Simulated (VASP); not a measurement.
# Si2Sb2Se in VASP: notebook, part 2 of 2

VASP 6.6.1. The steps go on from the part before.

## (3) Single point, PBE

This run uses another cell than the first one, of 29.18 Å³/atom, 1.011 times its volume.

INCAR reads:

```
SYSTEM = Si2Sb2Se
PREC     = Accurate       ! precision mode
ENCUT    = 520            ! plane-wave cutoff, eV
EDIFF    = 1E-7           ! SCF threshold, eV
ISMEAR   = 0              ! smearing method
SIGMA    = 0.1            ! smearing width, eV
LREAL    = .FALSE.        ! projectors in reciprocal space
LASPH    = .TRUE.         ! aspherical terms in the spheres
NELM     = 100            ! most SCF steps
ALGO     = Normal         ! electronic algorithm
ISIF     = 2              ! what is computed and relaxed
LWAVE    = .FALSE.        ! write WAVECAR
LCHARG   = .FALSE.        ! write CHGCAR
GGA      = PE             ! functional
NBANDS   = 20             ! bands
```

KPOINTS reads:

```
regular mesh
0
G
  8 8 8
  0 0 0
```

POSCAR reads:

```
Si2Sb2Se
1.0
    5.4239313962      0.0000000000      0.0000000000
    0.0000000000      5.4239313962      0.0000000000
    0.0000000000      0.0000000000      4.9601942729
Si Sb Se
2 2 1
Direct
    0.0000000000      0.0000000000      0.0000000000
    0.5000000000      0.5000000000      0.0000000000
    0.0000000000      0.5000000000      0.0000000000
    0.5000000000      0.0000000000      0.0000000000
    0.5000000000      0.5000000000      0.5000000000
```

Potentials or basis: VASP PAW PBE potentials, release 64 (Si, Sb, Se).

The run is started by

```sh
$ cat potpaw_PBE.64/Si/POTCAR potpaw_PBE.64/Sb/POTCAR potpaw_PBE.64/Se/POTCAR > POTCAR
$ mpirun -np 1 vasp_std > vasp.out
```

OUTCAR:

```text
SYSTEM = Si2Sb2Se
   PREC = Accurate
   ENCUT = 520
   EDIFF = 1E-7
   ISMEAR = 0
   LREAL = .FALSE.
   LASPH = .TRUE.
   NELM = 100
   ISIF = 2
   GGA = PE

 ion  position               nearest neighbor table
   1  0.000  0.000  0.000-   3 2.71   4 2.71   3 2.71   4 2.71
   2  0.500  0.500  0.000-   5 2.48   5 2.48   3 2.71   4 2.71   4 2.71   3 2.71
   3  0.000  0.500  0.000-   1 2.71   2 2.71   1 2.71   2 2.71
   4  0.500  0.000  0.000-   1 2.71   2 2.71   2 2.71   1 2.71
   5  0.500  0.500  0.500-   2 2.48   2 2.48

  LATTYP: Found a simple tetragonal cell.
 ALAT       =     5.4239313962
 C/A-ratio  =     0.9145016614

  Lattice vectors:

 A1 = (   5.4239313962,   0.0000000000,   0.0000000000)
 A2 = (   0.0000000000,   5.4239313962,   0.0000000000)
 A3 = (   0.0000000000,   0.0000000000,   4.9601942729)

Analysis of symmetry for initial positions (statically):
=====================================================================
 Subroutine PRICEL returns:
 Original cell was already a primitive cell.

 Routine SETGRP: Setting up the symmetry group for a
 simple tetragonal supercell.

 Subroutine GETGRP returns: Found 16 space group operations
 (whereof 16 operations were pure point group operations)
 out of a pool of 16 trial point group operations.

The static configuration has the point symmetry D_4h.

Analysis of symmetry for dynamics (positions and initial velocities):
=====================================================================
 Subroutine PRICEL returns:
 Original cell was already a primitive cell.

 Routine SETGRP: Setting up the symmetry group for a
 simple tetragonal supercell.

 Subroutine GETGRP returns: Found 16 space group operations
 (whereof 16 operations were pure point group operations)
 out of a pool of 16 trial point group operations.

The dynamic configuration has the point symmetry D_4h.

 Subroutine INISYM returns: Found 16 space group operations
 (whereof 16 operations are pure point group operations),
 and found     1 'primitive' translations

----------------------------------------------------------------------------------------

                                     Primitive cell

  volume of cell :     145.9241

  direct lattice vectors                    reciprocal lattice vectors
     5.423931396  0.000000000  0.000000000     0.184368114  0.000000000  0.000000000
     0.000000000  5.423931396  0.000000000     0.000000000  0.184368114  0.000000000
     0.000000000  0.000000000  4.960194273     0.000000000  0.000000000  0.201605007

  length of vectors
     5.423931396  5.423931396  4.960194273     0.184368114  0.184368114  0.201605007

  position of ions in fractional coordinates (direct lattice)
     0.000000000  0.000000000  0.000000000
     0.500000000  0.500000000  0.000000000
     0.000000000  0.500000000  0.000000000
     0.500000000  0.000000000  0.000000000
     0.500000000  0.500000000  0.500000000

  ion indices of the primitive-cell ions
   primitive index   ion index
                 1           1
                 2           2
                 3           3
                 4           4
                 5           5
[... 23 lines left out ...]
 ===========================================

 Found     75 irreducible k-points:

 Following reciprocal coordinates:
            Coordinates               Weight
  0.000000  0.000000  0.000000      1.000000
  0.125000  0.000000  0.000000      4.000000
  0.250000  0.000000  0.000000      4.000000
  0.375000  0.000000  0.000000      4.000000
  0.500000  0.000000  0.000000      2.000000
  0.125000  0.125000  0.000000      4.000000
[... 16 lines left out ...]
  0.375000  0.125000  0.125000     16.000000
  0.500000  0.125000  0.125000      8.000000
 [... further k-points ...]
   k-points           NKPTS =     75   k-points in BZ     NKDIM =     75   number of bands    NBANDS=     20
   number of dos      NEDOS =    301   number of ions     NIONS =      5
   total plane-waves  NPLWV =  64000
   dimension x,y,z NGX =    40 NGY =   40 NGZ =   40
   dimension x,y,z NGXF=    80 NGYF=   80 NGZF=   80
   ions per type =               2   2   1
   NGX,Y,Z   is equivalent  to a cutoff of  12.26, 12.26, 13.41 a.u.
   NGXF,Y,Z  is equivalent  to a cutoff of  24.52, 24.52, 26.81 a.u.
 SYSTEM =  Si2Sb2Se
   PREC   = accura    normal or accurate (medium, high low for compatibility)
   ISTART =      0    job   : 0-new  1-cont  2-samecut
   ICHARG =      2    charge: 1-file 2-atom 10-const
   ISPIN  =      1    spin polarized calculation?
   LNONCOLLINEAR =      F non collinear calculations
   LSORBIT =      F    spin-orbit coupling
   LASPH  =      T    aspherical Exc in radial PAW
   ENCUT  =  520.0 eV  38.22 Ry    6.18 a.u.  10.08 10.08  9.22*2*pi/ulx,y,z
   NELM   =    100;   NELMIN=  2; NELMDL= -5     # of ELM steps
   EDIFF  = 0.1E-06   stopping-criterion for ELM
   LREAL  =      F    real-space projection
   EDIFFG = 0.1E-05   stopping-criterion for IOM
   NSW    =      0    number of steps for IOM
   IBRION =     -1    ionic relax: 0-MD 1-quasi-New 2-CG
   NFREE  =      0    steps in history (QN), initial steepest desc. (CG)
   ISIF   =      2    stress and relaxation
   ISYM   =      2    0-nonsym 1-usesym 2-fastsym
   POTIM  = 0.5000    time-step for ionic-motion
   TEBEG  =    0.0;   TEEND  =   0.0 temperature during run
   PSTRESS=    0.0 pullay stress
   NELECT =      24.0000    total number of electrons
   NUPDOWN=      -1.0000    fix difference up-down
   EMIN   =  10.00;   EMAX   =-10.00  energy-range for DOS
   EFERMI =   0.00;   METHOD = LEGACY
   ISMEAR =     0;   SIGMA  =   0.10  broadening in eV -4-tet -1-fermi 0-gaus
   EFERMI_NEDOS =   21; number of points for ismear=-14 and -15
   IALGO  =     38    algorithm
   IMIX   =      4    mixing-type and parameters
     AMIX     =   0.40;   BMIX     =  1.00
     AMIX_MAG =   1.60;   BMIX_MAG =  1.00
  volume/ion in A,a.u.               =      29.18       196.95
  Fermi-wavevector in a.u.,A,eV,Ry     =   0.896953  1.694995 10.946216  0.804524
  Thomas-Fermi vector in A             =   2.019476
   LORBIT       =      0    0 simple, 1 ext, 2 COOP (PROOUT), +10 PAW based schemes
   GGA     = PE    functional components
   LHFCALC =     F    Hartree Fock is set to
   AEXX    =    0.0000 exact exchange contribution
   IVDW    =     0    specifies the selected vdW correction
   LEPSILON=     F    determine dielectric tensor
   LRPA    =     F    only Hartree local field effects (RPA)
 non-spin polarized calculation
 Gauss-broadening in eV      SIGMA  =   0.10
  energy-cutoff  :      520.00
  volume of cell :      145.92
 maximum number of plane-waves:      3984
   NGX = 21   NGY = 21   NGZ = 19

 number of electron      24.0000001 magnetization

 Free energy of the ion-electron system (eV)
  ---------------------------------------------------
  ext. energy  EPLUGINS =         0.00000000
  ---------------------------------------------------
  free energy    TOTEN  =       -19.81960474 eV

  energy without entropy =      -19.80417269  energy(sigma->0) =      -19.81188871

 E-fermi :   4.3144     XC(G=0):  -8.6716

 val. band max:        4.3137109996   @ k =   0.3750   0.0000   0.5000
 cond. band min:       4.3155642034   @ k =   0.3750   0.2500   0.5000
 fundamental gap:      0.0018532038
 Fermi energy:         4.3144309930

 k-point     1 :       0.0000    0.0000    0.0000
  band No.  band energies     occupation
      1      -9.0906      2.00000
      2      -6.5230      2.00000
      3      -4.1766      2.00000
      4      -1.6708      2.00000
      5      -1.2133      2.00000
      6      -1.2133      2.00000
[... 541 lines left out ...]
     19       9.7445      0.00000
     20      10.3461      0.00000

 [... further k-points ...]

------------------------ aborting loop because EDIFF is reached ----------------------------------------

  FORCE on cell =-STRESS in cart. coord.  units (eV):
  Direction    XX          YY          ZZ          XY          YZ          ZX
  --------------------------------------------------------------------------------------
  -------------------------------------------------------------------------------------
  Total        0.0641768      0.0641768      0.0015088      0.0000000     -0.0000000      0.0000000
  in kB        0.7046309      0.7046309      0.0165658      0.0000000     -0.0000000      0.0000000
  external PRESSURE =       0.4752758 kB  Pullay stress =       0.0000000 kB

 VOLUME and BASIS-vectors are now :
 -----------------------------------------------------------------------------
  energy-cutoff  :      520.00
  volume of cell :      145.92
      direct lattice vectors                 reciprocal lattice vectors
     5.423931396  0.000000000  0.000000000     0.184368114  0.000000000  0.000000000
     0.000000000  5.423931396  0.000000000     0.000000000  0.184368114  0.000000000
     0.000000000  0.000000000  4.960194273     0.000000000  0.000000000  0.201605007

 POSITION                                       TOTAL-FORCE (eV/Angst)
 -----------------------------------------------------------------------------------
      0.00000      0.00000      0.00000         0.000000      0.000000      0.000000
      2.71197      2.71197      0.00000         0.000000      0.000000      0.000000
      0.00000      2.71197      0.00000         0.000000      0.000000      0.000000
      2.71197      0.00000      0.00000         0.000000      0.000000      0.000000
      2.71197      2.71197      2.48010         0.000000      0.000000      0.000000
 -----------------------------------------------------------------------------------
    total drift:                                0.000000      0.000000      0.000000

  FREE ENERGIE OF THE ION-ELECTRON SYSTEM (eV)
  ---------------------------------------------------
  free  energy   TOTEN  =       -19.8196047423 eV

  energy  without entropy=      -19.8041726875  energy(sigma->0) =      -19.81188871
```

Wall time 2.2 min (1 thread of Intel Xeon Platinum 8375C at 2.90GHz (Ice Lake), shared host); peak memory 0.39 GiB.

Results:

| Property | Result |
| --- | --- |
| Free energy | -19.8196 eV |
| Pressure | 0.0 GPa |
| Band gap on the k mesh | zero (band 12 reaches 5.02 eV, above the bottom of band 13 at 3.26 eV) |

Levels at points of the mesh, in eV from the Fermi level:
```csv
k point,band 8,band 9,band 10,band 11,band 12,band 13,band 14,band 15,band 16,band 17
"(0.00, 0.00, 0.00)",-2.58,-2.58,-2.50,-1.13,-0.23,-0.23,0.52,3.05,3.23,3.64
"(0.50, 0.00, 0.00)",-4.02,-1.77,-1.47,-0.33,0.13,0.21,0.59,1.99,3.51,3.72
"(0.50, 0.50, 0.00)",-1.70,-0.73,-0.73,0.15,0.29,0.33,1.21,1.21,1.84,2.20
"(0.00, 0.00, 0.50)",-2.67,-2.18,-2.18,-1.92,-1.92,-0.46,1.08,1.50,3.11,3.31
"(0.50, 0.00, 0.50)",-3.51,-1.86,-1.28,-0.85,-0.14,0.11,1.17,2.02,2.16,3.79
"(0.50, 0.50, 0.50)",-1.05,-0.68,0.26,0.39,0.70,0.70,1.10,1.10,1.78,2.34
```

Caveat: spin-orbit coupling is left out, which moves the levels of the heavy elements.
